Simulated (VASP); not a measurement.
Write the native input for VASP 6.6.1 that does the following.

| Quantity | Value |
| --- | --- |
| Task | single point |
| Functional | PBE |
| Potentials or basis | VASP PAW PBE potentials, release 64 (Si, C) |
| Cutoff | 520 eV |
| k mesh | 6 × 6 × 6 |
| Occupations | gaussian, width 0.01 eV |
| Spin | no spin polarisation |
| Dipole correction | no |
| Further INCAR settings | ALGO = Normal; EDIFF = 1e-06; NBANDS = 11 |

The structure of SiC lies in POSCAR:

```
SiC
1.0
    0.0000000000      2.2137653009      2.2137653009
    2.2137653009      0.0000000000      2.2137653009
    2.2137653009      2.2137653009      0.0000000000
Si C
1 1
Direct
    0.0000000000      0.0000000000      0.0000000000
    0.2500000000      0.2500000000      0.2500000000
```

This cell differs from its parent crystal: volume changed by +5%.

One way to write it, as run:

INCAR

```
PREC = Accurate
ENCUT = 520
EDIFF = 1E-6
ISMEAR = 0
SIGMA = 0.01
LREAL = F
LASPH = T
NELM = 60
ALGO = Normal
ISIF = 2
LWAVE = F
LCHARG = T
GGA = PE
LELF = T
LVHAR = T
NBANDS = 11
```

KPOINTS

```
regular mesh
0
Gamma
  6 6 6
```

Potentials or basis: VASP PAW PBE potentials, release 64 (Si, C).

Launch:

```console
$ cat potpaw_PBE.64/Si/POTCAR potpaw_PBE.64/C/POTCAR > POTCAR
$ mpirun -np 1 vasp_std > vasp.out
```

Results of the run:

* Pressure: -6.5 GPa
* Band gap on the k mesh: 1.39 eV, indirect (least direct gap 4.49 eV)

Wall time 5.4 s on 1 thread of AMD EPYC 9R45 (Zen 5), with other jobs on the host, peak memory 0.1 GiB.
